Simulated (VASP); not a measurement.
Write the native input for VASP 6.6.1 that does the following.

* Task: relaxation of cell and atoms
* Functional: RPBE
* Potentials or basis: VASP PAW PBE potentials, release 64 (Cl, Na_pv)
* Cutoff: 600 eV
* k mesh: 8 × 8 × 8
* Occupations: fermi-dirac, width 0.05 eV
* Spin: no spin polarisation
* Dipole correction: no
* Further INCAR settings: ALGO = Normal; EDIFF = 1e-07; IBRION = 2; EDIFFG = -0.01; NSW = 60; ISIF = 3

The structure of NaCl lies in POSCAR:

```
NaCl
1.0
    3.5021900000      0.0000000000      0.0000000000
    0.0000000000      3.5021900000      0.0000000000
    0.0000000000      0.0000000000      3.5021900000
Cl Na
1 1
Direct
    0.5000000000      0.5000000000      0.5000000000
    0.0000000000      0.0000000000      0.0000000000
```

The input as run:

INCAR

```
SYSTEM = NaCl
PREC     = Accurate       ! precision mode
ENCUT    = 600            ! plane-wave cutoff, eV
EDIFF    = 1E-7           ! SCF threshold, eV
ISMEAR   = -1             ! smearing method
SIGMA    = 0.05           ! smearing width, eV
LREAL    = .False.        ! projectors in reciprocal space
LASPH    = .True.         ! aspherical terms in the spheres
NELM     = 80             ! most SCF steps
ALGO     = Normal         ! electronic algorithm
ISIF     = 3              ! what is computed and relaxed
LWAVE    = .False.        ! write WAVECAR
LCHARG   = .False.        ! write CHGCAR
GGA      = RP             ! functional
IBRION   = 2              ! ionic algorithm
NSW      = 60             ! ionic steps
EDIFFG   = -0.01          ! ionic threshold
```

KPOINTS

```
Automatic mesh
0
Gamma
  8 8 8
  0 0 0
```

Potentials or basis: VASP PAW PBE potentials, release 64 (Cl, Na_pv).

Command:

```console
$ cat potpaw_PBE.64/Cl/POTCAR potpaw_PBE.64/Na_pv/POTCAR > POTCAR
$ mpirun -np 1 vasp_std > vasp.out
```

Results of the run:

```yaml
Relaxed_volume: 23.16 Å³/atom
Relaxed_cell: a = 3.591 Å, b = 3.591 Å, c = 3.591 Å, α = 90.00°, β = 90.00°, γ = 90.00°
Space_group_after_relaxing_to_0.1_Å: Pm-3m (No. 221)
Energy_gained_by_relaxing: 9.4 meV/atom
Ionic_steps: 4
Pressure_after_relaxing: 0.0 GPa
Band_gap_on_the_k_mesh: 4.03 eV (least direct gap 4.45 eV)
```

Caveat: the PAW data sets were made with another functional, which shifts forces and pressure a little.

Run time: 71 s on 1 thread of AMD EPYC 7R13, on a shared host, peak memory 0.13 GiB.
